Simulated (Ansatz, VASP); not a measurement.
**CoPtO2: VASP beside Ansatz**

```
CELL_PARAMETERS angstrom
1.42617 0.82340 5.98736
-1.42617 0.82340 5.98736
0.00000 -1.64680 5.98736
ATOMIC_POSITIONS crystal
Co 0.50000 0.50000 0.50000
Pt 0.00000 0.00000 0.00000
O 0.88776 0.88776 0.88776
O 0.11224 0.11224 0.11224
```

Change from the starting cell: strain +0.015 along x and y, +0.015 along z, atoms carried along.

Alike in both runs: task single point; functional PBEsol; k mesh 18 × 18 × 18; occupations gaussian, width 0.15 eV; no spin polarisation.

|  | VASP | Ansatz |
| --- | --- | --- |
| version | VASP 6.6.1 | Ansatz 0.2.0 |
| potentials or method | VASP PAW PBE potentials, release 64 (Co, Pt, O), cutoff 520 eV | scalar-relativistic, plane waves, PAW |
| valence electrons in the cell | 31 | 47 |

|  | VASP | Ansatz | Ansatz less VASP |
| --- | --- | --- | --- |
| gap on the k mesh at the Fermi level (eV) | none | none | - |
| pressure (GPa) | -10.9 | -11.0 | -0.11 |
| traceless stress, the component that is largest in VASP (GPa) | -1.85 | -2.28 | -0.432 |
| rms of the force components (eV/Å) | 0.032 | 0.032 | -0.0004 |

VASP's potentials were made for PBE, not for PBEsol. Atom by atom the forces differ by 0.000 eV/Å (rms over components). A gap of «none» marks a metal or a gap that the smearing closes. VASP's potentials hold 31 valence electrons a cell and Ansatz's 47, so a difference there can come from the potentials and not from the codes.

Spin-orbit coupling is off throughout.
